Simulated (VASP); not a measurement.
A run of VASP 6.6.1 is set up as follows.

The input INCAR:

```
SYSTEM = HfB2
  PREC = Accurate
  ENCUT = 520
  EDIFF = 1E-6
  ISMEAR = -1
  SIGMA = 0.1
  LREAL = .FALSE.
  LASPH = .TRUE.
  NELM = 60
  ALGO = Normal
  ISIF = 2
  LWAVE = .FALSE.
  LCHARG = .FALSE.
  GGA = PE
  NBANDS = 15
```

KPOINTS

```
regular mesh
0
G
  11 11 8
  0 0 0
```

Contents of POSCAR:

```
HfB2
1.0
    3.1676666238      0.0000000000      0.0000000000
   -1.5838333119      2.7432800011      0.0000000000
    0.0000000000      0.0000000000      3.5106623729
Hf B
1 2
Direct
    0.0000000000      0.0000000000      0.0000000000
    0.3333333333      0.6666666667      0.5000000000
    0.6666666667      0.3333333333      0.5000000000
```

Potentials or basis: VASP PAW PBE potentials, release 64 (Hf_pv, B).

Command:

```bash
$ cat potpaw_PBE.64/Hf_pv/POTCAR potpaw_PBE.64/B/POTCAR > POTCAR
$ mpirun -np 1 vasp_std > vasp.out
```

Q: Predict the pressure.

A: -5.5 GPa.

Q: Estimate the band gap on the k mesh.

A: Zero (band 8 reaches 8.04 eV, above the bottom of band 9 at 6.98 eV).

Stress tensor (GPa, compression positive):
```
-5.82  0.00  0.00
 0.00 -5.82  0.00
 0.00  0.00 -4.74
```

Caveat: spin-orbit coupling is left out, which moves the levels of the heavy elements.
